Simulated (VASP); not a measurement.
Input of a VASP 6.6.1 run:

File INCAR:

```
ALGO = Normal ; EDIFF = 1E-7
ENCUT = 520 ; GGA = PE
ISIF = 2 ; ISMEAR = -1
IVDW = 12 ; LASPH = T
LCHARG = F ; LREAL = Auto
LWAVE = F ; NBANDS = 49
NELM = 100 ; PREC = Accurate
SIGMA = 0.02
```

Contents of KPOINTS:

```
k-points
0
Gamma
  1 1 1
```

Contents of POSCAR:

```
H16CO7
1.0
    6.4768410000      0.0000000000      0.0000000000
    0.0000000000      6.4768410000      0.0000000000
    0.0000000000      0.0000000000      6.4768410000
O H C
7 16 1
Direct
    0.1412725741      1.0733318913      0.8901252941
    1.0788283980      0.2861425809      0.2575175151
    0.8714433472      0.5664644230      0.9249262102
    0.0350633897      0.7908485016      0.5836178470
    0.6735999849      0.4793540555      0.5183391101
    0.2741614315      0.4286040062      0.5845596642
    0.6912011581      0.7907249846      0.2592621928
    0.1280253753      0.9608542189      0.7942915381
    0.1648643220      1.1820731743      0.7978580916
    1.0301935774      0.3833041447      0.1532846028
    1.1384871112      0.1950642296      0.1464294090
    0.9812808435      0.6467813553      0.8610061603
    0.8037560286      0.5114530371      0.8019341528
   -0.0776613167      0.8087739069      0.4796474084
    0.0885925716      0.6447587643      0.5639168848
    0.7031514283      0.5833399338      0.4034374165
    0.7339534813      0.3420649048      0.4664465285
    0.2219291781      0.3626304861      0.4459890246
    0.4174720361      0.4501114046      0.5756818795
    0.4049659394      0.9325379456      0.2719072461
    0.7585488049      0.7465830951      0.1171095600
    0.6174769459      1.0912572966      0.2468332942
    0.5301041048      0.9447352498      0.0334731083
    0.5428572355      0.9469894351      0.2048066334
```

Potentials or basis: VASP PAW PBE potentials, release 64 (O, H, C).

Run with:

```console
$ cat potpaw_PBE.64/O/POTCAR potpaw_PBE.64/H/POTCAR potpaw_PBE.64/C/POTCAR > POTCAR
$ mpirun -np 1 vasp_gam > vasp.out
```

(1) Estimate the dispersion energy per atom.

(2) Predict the band gap on the k mesh.

(3) Estimate the largest force.

## Answers

(1) -0.030 eV.

(2) 4.68 eV.

(3) 5.018 eV/Å.

Caveat: the k points lie up to 0.97 Å⁻¹ apart.
